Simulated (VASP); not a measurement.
# WC (P1) in VASP: notebook, part 2 of 2

VASP 6.6.1.

## Step 4: Single point, PBE+D3(BJ)

File INCAR:

```
SYSTEM = WC
PREC = Accurate
ENCUT = 520
EDIFF = 1E-6
ISMEAR = -1
SIGMA = 0.24
LREAL = Auto
LASPH = .TRUE.
NELM = 80
ALGO = Normal
ISIF = 2
LWAVE = .FALSE.
LCHARG = .FALSE.
GGA = PE
IVDW = 12
NBANDS = 86
```

File KPOINTS:

```
regular mesh
0
G
  2 2 2
  0 0 0
```

File POSCAR:

```
WC
1.0
   -2.9891740000     -5.1774000000      0.0000000000
    4.4837600000     -2.5887000000      0.0000000000
    0.0000000000      0.0000000000      5.8493330000
W C
8 8
Direct
    0.7555026746      0.5429213321      0.0319523611
    0.7246897441      0.5043810866      0.4983987063
    0.4905373539     -0.0127122093     -0.0010941418
    0.4920073158     -0.0043723401      0.5073398967
    0.2253104818      0.5287509220      0.0219854127
    0.2618297809      0.4928352038      0.5288124304
   -0.0075925066      0.0115538469      0.0120697522
    0.0011996919      0.0063308669      0.4965523420
    0.4598213801      0.6817015438      0.2029120243
    0.4566484588      0.6511949123      0.7926715747
    0.2474683518      0.1506382953      0.2212389002
    0.2092864311      0.1636112456      0.7459312028
   -0.0099291001      0.6702232484      0.2625256589
    0.0170781664      0.6771659525      0.7761739672
    0.6814459028      0.1852597764      0.2507123462
    0.7502122557      0.1285784630      0.7061659851
```

Potentials or basis: VASP PAW PBE potentials, release 64 (W_sv, C).

Command:

```console
cat potpaw_PBE.64/W_sv/POTCAR potpaw_PBE.64/C/POTCAR > POTCAR
mpirun -np 1 vasp_std > vasp.out
```

OUTCAR:

```text
SYSTEM = WC
   PREC = Accurate
   ENCUT = 520
   EDIFF = 1E-6
   ISMEAR = -1
   LREAL = Auto
   LASPH = .TRUE.
   NELM = 80
   ISIF = 2
   GGA = PE
   IVDW = 12
 IVDW          = 12

 ion  position               nearest neighbor table
   1  0.756  0.543  0.032-  13 2.05   9 2.15  14 2.27  15 2.29  10 2.34   2 2.74   3 2.80   5 2.81
                             7 2.81   7 3.10   2 3.13   5 3.17   3 3.29
   2  0.725  0.504  0.498-  15 2.21  13 2.27  16 2.30  10 2.47   9 2.52  14 2.55   1 2.74   6 2.77
                             4 2.90   4 2.98   8 3.06   8 3.08   1 3.13   6 3.22
   3  0.491  0.987  0.999-   9 1.99  11 2.13  15 2.13  10 2.13  12 2.42  16 2.42   1 2.80   5 2.86
                             4 2.88   4 2.97   7 2.98   7 3.00   5 3.22   1 3.29
   4  0.492  0.996  0.507-  16 2.05  15 2.12  12 2.36  11 2.36   9 2.42  10 2.45   3 2.88   2 2.90
                             6 2.92   8 2.94   6 2.95   3 2.97   2 2.98   8 3.05
   5  0.225  0.529  0.022-   9 1.93  10 2.03  14 2.05  13 2.12  11 2.28  12 2.49   1 2.81   3 2.86
                             7 2.86   6 2.90   6 2.98   7 3.02   1 3.17   3 3.22
   6  0.262  0.493  0.529-  10 2.10  12 2.15  14 2.27  13 2.43   9 2.45  11 2.53   2 2.77   5 2.90
                             4 2.92   4 2.95   8 2.97   5 2.98   8 3.09   2 3.22
   7  0.992  0.012  0.012-  11 2.08  12 2.17  14 2.22  13 2.30  16 2.38  15 2.49   1 2.81   8 2.83
                             5 2.86   3 2.98   3 3.00   8 3.02   5 3.02   1 3.10
   8  0.001  0.006  0.497-  16 2.04  12 2.08  13 2.22  11 2.31  14 2.36  15 2.57   7 2.83   4 2.94
                             6 2.97   7 3.02   4 3.05   2 3.06   2 3.08   6 3.09
   9  0.460  0.682  0.203-   5 1.93   3 1.99   1 2.15   4 2.42   6 2.45   2 2.52
  10  0.457  0.651  0.793-   5 2.03   6 2.10   3 2.13   1 2.34   4 2.45   2 2.47
  11  0.247  0.151  0.221-   7 2.08   3 2.13   5 2.28   8 2.31   4 2.36   6 2.53
  12  0.209  0.164  0.746-   8 2.08   6 2.15   7 2.17   4 2.36   3 2.42   5 2.49
  13  0.990  0.670  0.263-   1 2.05   5 2.12   8 2.22   2 2.27   7 2.30   6 2.43
  14  0.017  0.677  0.776-   5 2.05   7 2.22   6 2.27   1 2.27   8 2.36   2 2.55
  15  0.681  0.185  0.251-   4 2.12   3 2.13   2 2.21   1 2.29   7 2.49   8 2.57
  16  0.750  0.129  0.706-   8 2.04   4 2.05   2 2.30   7 2.38   3 2.42

  LATTYP: Found a simple orthorhombic cell.
 ALAT       =     5.1774000645
 B/A-ratio  =     1.1297819228
 C/A-ratio  =     1.1547005932

  Lattice vectors:

 A1 = (   4.4837600000,  -2.5887000000,   0.0000000000)
 A2 = (   0.0000000000,   0.0000000000,   5.8493330000)
 A3 = (  -2.9891740000,  -5.1774000000,   0.0000000000)

Analysis of symmetry for initial positions (statically):
=====================================================================
 Subroutine PRICEL returns:
 Original cell was already a primitive cell.

 Routine SETGRP: Setting up the symmetry group for a
 simple orthorhombic supercell.

 Subroutine GETGRP returns: Found  1 space group operations
 (whereof  1 operations were pure point group operations)
 out of a pool of  8 trial point group operations.

The static configuration has the point symmetry C_1 .

Analysis of symmetry for dynamics (positions and initial velocities):
=====================================================================
 Subroutine PRICEL returns:
 Original cell was already a primitive cell.

 Routine SETGRP: Setting up the symmetry group for a
 simple orthorhombic supercell.

 Subroutine GETGRP returns: Found  1 space group operations
 (whereof  1 operations were pure point group operations)
 out of a pool of  8 trial point group operations.

The dynamic configuration has the point symmetry C_1 .

 Subroutine INISYM returns: Found  1 space group operations
 (whereof  1 operations are pure point group operations),
 and found     1 'primitive' translations

[... 92 lines left out ...]
   ions per type =               8   8
   NGX,Y,Z   is equivalent  to a cutoff of  13.35, 12.84, 13.64 a.u.
   NGXF,Y,Z  is equivalent  to a cutoff of  26.70, 25.69, 27.28 a.u.
 SYSTEM =  WC
   PREC   = accura    normal or accurate (medium, high low for compatibility)
   ISTART =      0    job   : 0-new  1-cont  2-samecut
   ICHARG =      2    charge: 1-file 2-atom 10-const
   ISPIN  =      1    spin polarized calculation?
   LNONCOLLINEAR =      F non collinear calculations
   LSORBIT =      F    spin-orbit coupling
   LASPH  =      T    aspherical Exc in radial PAW
   ENCUT  =  520.0 eV  38.22 Ry    6.18 a.u.  11.12  9.63 10.88*2*pi/ulx,y,z
   NELM   =     80;   NELMIN=  2; NELMDL= -5     # of ELM steps
   EDIFF  = 0.1E-05   stopping-criterion for ELM
   LREAL  =      T    real-space projection
   EDIFFG = 0.1E-04   stopping-criterion for IOM
   NSW    =      0    number of steps for IOM
   IBRION =     -1    ionic relax: 0-MD 1-quasi-New 2-CG
   NFREE  =      0    steps in history (QN), initial steepest desc. (CG)
   ISIF   =      2    stress and relaxation
   ISYM   =      2    0-nonsym 1-usesym 2-fastsym
   POTIM  = 0.5000    time-step for ionic-motion
   TEBEG  =    0.0;   TEEND  =   0.0 temperature during run
   PSTRESS=    0.0 pullay stress
   NELECT =     144.0000    total number of electrons
   NUPDOWN=      -1.0000    fix difference up-down
   EMIN   =  10.00;   EMAX   =-10.00  energy-range for DOS
   EFERMI =   0.00;   METHOD = LEGACY
   ISMEAR =    -1;   SIGMA  =   0.24  broadening in eV -4-tet -1-fermi 0-gaus
   EFERMI_NEDOS =   21; number of points for ismear=-14 and -15
   IALGO  =     38    algorithm
   IMIX   =      4    mixing-type and parameters
     AMIX     =   0.40;   BMIX     =  1.00
     AMIX_MAG =   1.60;   BMIX_MAG =  1.00
  volume/ion in A,a.u.               =      11.32        76.36
  Fermi-wavevector in a.u.,A,eV,Ry     =   1.516803  2.866343 31.302819  2.300692
  Thomas-Fermi vector in A             =   2.626144
   LORBIT       =      0    0 simple, 1 ext, 2 COOP (PROOUT), +10 PAW based schemes
   GGA     = PE    functional components
   LHFCALC =     F    Hartree Fock is set to
   AEXX    =    0.0000 exact exchange contribution
   IVDW    =    12    specifies the selected vdW correction
   LEPSILON=     F    determine dielectric tensor
   LRPA    =     F    only Hartree local field effects (RPA)
 non-spin polarized calculation
  energy-cutoff  :      520.00
  volume of cell :      181.05
 maximum number of plane-waves:      4912
 NGX is ok and might be reduce to    48
   NGX = 23   NGY = 19   NGZ = 21

 number of electron     143.9999999 magnetization

 Free energy of the ion-electron system (eV)
  ---------------------------------------------------
  ext. energy  EPLUGINS =         0.00000000
  ---------------------------------------------------
  free energy    TOTEN  =      -172.54781925 eV

  energy without entropy =     -171.63720605  energy(sigma->0) =     -172.09251265

 E-fermi :  10.2886     XC(G=0): -13.2707

 val. band max:       10.2433324760   @ k =   0.5000   0.0000   0.5000
 cond. band min:      10.3635532694   @ k =   0.5000   0.0000   0.5000
 fundamental gap:      0.1202207934
 Fermi energy:        10.2885744953

 k-point     1 :       0.0000    0.0000    0.0000
  band No.  band energies     occupation
      1     -64.3088      2.00000
      2     -64.2733      2.00000
      3     -64.1039      2.00000
      4     -64.0916      2.00000
      5     -64.0598      2.00000
      6     -64.0222      2.00000
[... 685 lines left out ...]
     83      13.4003      0.00000
     84      13.5049      0.00000
 [bands above 84 left out]

------------------------ aborting loop because EDIFF is reached ----------------------------------------

 Edisp (eV)   -6.76062

 E8    (eV) :    -3.0984

  FORCE on cell =-STRESS in cart. coord.  units (eV):
  Direction    XX          YY          ZZ          XY          YZ          ZX
  --------------------------------------------------------------------------------------
  -------------------------------------------------------------------------------------
  Total     -17.18228    -7.63047   -16.70336    -1.22831    -5.97663     1.67157
  in kB    -152.05202   -67.52467  -147.81385   -10.86971   -52.88927    14.79230
  external pressure =     -122.46 kB  Pullay stress =        0.00 kB

 VOLUME and BASIS-vectors are now :
 -----------------------------------------------------------------------------
  energy-cutoff  :      520.00
  volume of cell :      181.05
      direct lattice vectors                 reciprocal lattice vectors
    -2.989174000 -5.177400000  0.000000000    -0.083635159 -0.144860347  0.000000000
     4.483760000 -2.588700000  0.000000000     0.167270317 -0.096573586  0.000000000
     0.000000000  0.000000000  5.849333000     0.000000000  0.000000000  0.170959663

 POSITION                                       TOTAL-FORCE (eV/Angst)
 -----------------------------------------------------------------------------------
      0.17600     -5.31700      0.18690        -1.950999      4.002750     -3.360443
      0.09530     -5.05770      2.91530        -1.264847     -0.462109      1.823759
      2.96046     -5.09550      5.84293         3.289784     -1.733526     -1.063154
      2.99346     -5.12470      2.96760         0.970254      1.378202     -0.631457
      1.69730     -2.53530      0.12860        -4.354375      3.336878     -1.228682
      1.42710     -2.63140      3.09320         2.017025      1.928695     -1.843607
[... 8 lines left out ...]
     -1.20630     -4.00770      1.46650        -1.251426     -3.222343     -0.182415
     -1.66600     -4.21700      4.13060         2.054307     -0.196899      2.455891
 -----------------------------------------------------------------------------------
    total drift:                                0.002225     -0.019922     -0.010281

  FREE ENERGIE OF THE ION-ELECTRON SYSTEM (eV)
  ---------------------------------------------------
  free  energy   TOTEN  =      -179.3084359720 eV

  energy  without entropy=     -178.3978227740  energy(sigma->0) =     -178.85312937
```

Wall time 7.2 min (1 thread of Intel Xeon 8259CL, shared host); peak memory 0.33 GiB.

Results:

```
Free energy                : -179.3084 eV
Pressure                   : -12.2 GPa
Largest force              : 6.960 eV/Å
Band gap on the k mesh     : zero (bands 72 and 73 overlap by 0.19 eV)
Dispersion energy per atom : -0.423 eV
```

Forces on the atoms (eV/Å):
```
W   -1.951  4.003 -3.360
W   -1.265 -0.462  1.824
W    3.290 -1.734 -1.063
W    0.970  1.378 -0.631
W   -4.354  3.337 -1.229
W    2.017  1.929 -1.844
W    0.788  1.025 -1.446
W   -0.852  1.410  0.466
C   -1.623 -2.804  6.160
C   -0.958 -3.451 -3.167
C    1.715 -0.247  2.341
C   -1.269 -2.282  0.399
C    0.963 -0.636  1.316
C    1.727  1.954 -2.039
C   -1.251 -3.222 -0.182
C    2.054 -0.197  2.456
```

Caveat: the k points lie up to 0.61 Å⁻¹ apart; spin-orbit coupling is left out, which moves the levels of the heavy elements; forces of over 1 eV/Å act on the atoms, so gaps and moduli don't describe the material at rest.

## Step 5: Single point, PBE+D3(BJ)

File INCAR:

```
SYSTEM = WC
ALGO = Normal
EDIFF = 1E-6
ENCUT = 520
GGA = PE
ISIF = 2
ISMEAR = -1
IVDW = 12
LASPH = .TRUE.
LCHARG = .FALSE.
LREAL = Auto
LWAVE = .FALSE.
NBANDS = 86
NELM = 100
PREC = Accurate
SIGMA = 0.24
```

File KPOINTS:

```
k-points
0
G
  2 2 2
  0 0 0
```

File POSCAR:

```
WC
1.0
   -2.9891740000     -5.1774000000      0.0000000000
    4.4837600000     -2.5887000000      0.0000000000
    0.0000000000      0.0000000000      5.8493330000
W C
8 8
Direct
    0.7196289407      0.4835218922      0.0151299302
    0.7553474684      0.5299045920      0.4997834796
    0.5102743664      0.0072258259      0.0379017573
    0.5163907225      0.0056162064      0.5205379827
    0.2667923798      0.4880477200      0.0204809677
    0.2405015398      0.5320536670      0.5118874237
   -0.0027921042     -0.0151984239      0.0191132904
    0.0136912364     -0.0279619142      0.5105197464
    0.5200259751      0.6974610872      0.2779120286
    0.4997477130      0.6941345813      0.7674208324
    0.2645604592      0.1430311270      0.2517893921
    0.2123055426      0.1559892162      0.7778151800
   -0.0340119201      0.6172570460      0.2336847637
   -0.0412298383      0.6344355718      0.7837645762
    0.7550283163      0.1779334782      0.2689879342
    0.7671878168      0.1614176216      0.7516754474
```

Command:

```console
cat potpaw_PBE.64/W_sv/POTCAR potpaw_PBE.64/C/POTCAR > POTCAR
mpirun -np 1 vasp_std > vasp.out
```

It took 7.8 min on 1 thread of Intel Xeon 8259CL, shared host; peak memory 0.33 GiB.

The run converged. Its results:

- Free energy: -180.7092 eV
- Pressure: -19.4 GPa
- Largest force: 5.283 eV/Å
- Band gap on the k mesh: zero (bands 72 and 73 overlap by 0.12 eV)
- Dispersion energy per atom: -0.423 eV

Forces in eV/Å, atoms in the order of the input:
```
W   -0.373 -2.836 -1.299
W   -2.985  3.345  2.795
W   -0.744  1.191 -3.634
W    1.572  0.858  0.655
W    1.989  2.859 -0.975
W   -3.039  0.871  0.867
W    0.231  0.052 -0.359
W    3.523 -0.896  0.622
C   -0.397  2.191 -0.389
C   -0.685  1.072 -0.134
C    1.744  0.733  1.516
C   -0.624 -2.612 -0.699
C    0.382 -4.606  1.092
C    0.194 -3.618 -0.919
C   -1.327  0.401  0.075
C    0.539  0.993  0.789
```

Stress tensor (GPa, compression positive):
```
-16.67   0.61  -0.78
  0.61 -16.82   0.79
 -0.78   0.79 -24.86
```

Levels at points of the mesh, in eV from the Fermi level:
| k point | band 68 | band 69 | band 70 | band 71 | band 72 | band 73 | band 74 | band 75 | band 76 | band 77 |
| --- | --- | --- | --- | --- | --- | --- | --- | --- | --- | --- |
| (0.00, 0.00, 0.00) | -1.01 | -0.82 | -0.58 | -0.37 | -0.22 | 0.20 | 0.60 | 0.92 | 1.32 | 1.69 |
| (0.50, 0.00, 0.00) | -1.58 | -1.15 | -0.83 | -0.19 | 0.04 | 0.19 | 0.45 | 0.56 | 1.00 | 1.53 |
| (0.00, 0.50, 0.00) | -1.50 | -0.88 | -0.56 | -0.37 | -0.15 | 0.58 | 1.25 | 1.41 | 1.65 | 1.93 |
| (0.50, 0.50, 0.00) | -1.70 | -1.59 | -1.40 | -1.14 | -1.02 | 1.01 | 1.18 | 1.42 | 1.46 | 1.60 |
| (0.00, 0.00, 0.50) | -1.08 | -0.97 | -0.87 | -0.12 | 0.07 | 0.21 | 0.38 | 0.81 | 1.03 | 1.73 |
| (0.50, 0.00, 0.50) | -1.28 | -1.13 | -0.93 | -0.86 | -0.70 | -0.06 | 0.05 | 0.52 | 0.65 | 1.90 |
| (0.00, 0.50, 0.50) | -1.40 | -1.32 | -1.21 | -1.07 | -0.82 | 0.25 | 0.82 | 0.93 | 1.39 | 1.94 |
| (0.50, 0.50, 0.50) | -1.62 | -1.56 | -1.30 | -1.14 | -1.12 | 0.28 | 0.74 | 1.17 | 1.32 | 1.66 |

Caveat: the k points lie up to 0.61 Å⁻¹ apart; the atoms stand as in a frame of molecular dynamics; spin-orbit coupling is left out, which moves the levels of the heavy elements; forces of over 1 eV/Å act on the atoms, so gaps and moduli don't describe the material at rest.

## Step 6: Single point, PBE+D3(BJ)

File INCAR:

```
SYSTEM = WC
ALGO = Normal ; EDIFF = 1E-6
ENCUT = 520 ; GGA = PE
ISIF = 2 ; ISMEAR = -1
IVDW = 12 ; LASPH = .TRUE.
LCHARG = .TRUE. ; LELF = .TRUE.
LREAL = Auto ; LVHAR = .TRUE.
LWAVE = .FALSE. ; NBANDS = 86
NELM = 80 ; PREC = Accurate
SIGMA = 0.24
```

KPOINTS is that of step 5.

File POSCAR:

```
WC
1.0
   -2.9891740000     -5.1774000000      0.0000000000
    4.4837600000     -2.5887000000      0.0000000000
    0.0000000000      0.0000000000      5.8493330000
W C
8 8
Direct
    0.7804831376      0.4637179292      0.0081889679
    0.8033112981      0.4433638835      0.5053567646
    0.5330771922     -0.0383025668      0.0225324836
    0.5312888363     -0.0318672775      0.5033565365
    0.2884035065      0.4997565131      0.0224470038
    0.2718932568      0.4689225681      0.5279918240
    0.0237829000     -0.0349726064      0.0160189204
    0.0366566838     -0.0128969423      0.5180932595
    0.5306042282      0.6438944910      0.2700991720
    0.5238793869      0.6112206368      0.7469056728
    0.2730697232      0.1493061441      0.2686460149
    0.2729358121      0.1318430588      0.7708913136
    0.0208699737      0.6321890518      0.2732961177
    0.0350376173      0.6264906093      0.8121951682
    0.7992646210      0.1256180135      0.2745270273
    0.7854298373      0.1025671420      0.7394860234
```

Potentials or basis: VASP PAW PBE potentials, release 64 (W_sv, C).

Command:

```console
cat potpaw_PBE.64/W_sv/POTCAR potpaw_PBE.64/C/POTCAR > POTCAR
mpirun -np 1 vasp_std > vasp.out
```

Wall time 8.1 min (1 thread of Intel Xeon 8259CL, shared host); peak memory 0.33 GiB.

The run converged. Its results:

```yaml
Free_energy: -182.8962 eV
Pressure: -22.1 GPa
Largest_force: 4.221 eV/Å
Band_gap_on_the_k_mesh: zero (bands 72 and 73 overlap by 0.08 eV)
Dispersion_energy_per_atom: -0.423 eV
```

Forces in eV/Å, atoms in the order of the input:
```
W    0.143  0.386  1.194
W    3.794  1.176  1.429
W    1.069 -0.377 -1.636
W   -0.463  0.464  1.735
W   -3.341  2.168  0.564
W   -0.313 -0.927 -1.346
W    0.222 -0.925  0.431
W   -3.189  1.134 -0.543
C   -0.603 -0.058 -0.117
C    0.354 -1.737  1.100
C   -0.504 -0.662 -0.307
C   -0.268 -0.820  0.119
C    0.064 -1.169 -0.357
C    0.237  0.276 -3.189
C    1.269  1.106 -1.295
C    1.531 -0.033  2.219
```

Stress tensor (GPa, compression positive):
```
-19.79  -0.12   0.00
 -0.12 -19.24  -0.11
  0.00  -0.11 -27.12
```

Levels at points of the mesh, in eV from the Fermi level:
| k point | band 69 | band 70 | band 71 | band 72 | band 73 | band 74 | band 75 | band 76 |
| --- | --- | --- | --- | --- | --- | --- | --- | --- |
| (0.00, 0.00, 0.00) | -0.88 | -0.57 | -0.47 | -0.15 | 0.01 | 0.70 | 0.75 | 1.43 |
| (0.50, 0.00, 0.00) | -1.00 | -0.85 | -0.13 | -0.08 | 0.15 | 0.38 | 0.43 | 0.97 |
| (0.00, 0.50, 0.00) | -0.89 | -0.68 | -0.33 | -0.26 | 0.88 | 1.01 | 1.60 | 1.63 |
| (0.50, 0.50, 0.00) | -1.77 | -1.69 | -1.30 | -1.22 | 1.15 | 1.35 | 1.48 | 1.62 |
| (0.00, 0.00, 0.50) | -1.18 | -1.06 | -0.07 | 0.07 | 0.28 | 0.52 | 0.62 | 0.67 |
| (0.50, 0.00, 0.50) | -1.18 | -1.05 | -1.03 | -0.89 | -0.01 | 0.28 | 0.41 | 0.55 |
| (0.00, 0.50, 0.50) | -1.39 | -1.28 | -1.15 | -1.05 | 0.44 | 0.50 | 1.02 | 1.05 |
| (0.50, 0.50, 0.50) | -1.64 | -1.47 | -1.33 | -1.26 | 0.79 | 1.13 | 1.24 | 1.34 |

Caveat: the k points lie up to 0.61 Å⁻¹ apart; the atoms stand as in a frame of molecular dynamics; spin-orbit coupling is left out, which moves the levels of the heavy elements; forces of over 1 eV/Å act on the atoms, so gaps and moduli don't describe the material at rest.

## Step 7: The runs side by side

| cell | gap on the mesh (eV) | pressure (GPa) | largest force (eV/Å) |
| --- | --- | --- | --- |
| as given, atomic positions A | none | -12.8 | 5.72 |
| as given, atomic positions B | none | -6.7 | 6.36 |
| as given, atomic positions C | none | -12.2 | 6.96 |
| as given, atomic positions D | none | -19.4 | 5.28 |
| as given, atomic positions E | none | -22.1 | 4.22 |

Alike in all rows: task single point; level PBE+D3(BJ); potentials or basis VASP PAW PBE potentials, release 64 (W_sv, C); no spin polarisation; k mesh 2 × 2 × 2; cutoff (eV) 520; smearing fermi-dirac 0.24 eV.

Caveats: all runs use coarse meshes; spin-orbit coupling is left out, which moves the levels of the heavy elements; forces of over 1 eV/Å act on the atoms, so gaps and moduli don't describe the material at rest; the atoms stand as in a frame of molecular dynamics (at least some runs).

Absolute energies hang on the potentials; compare differences alone.
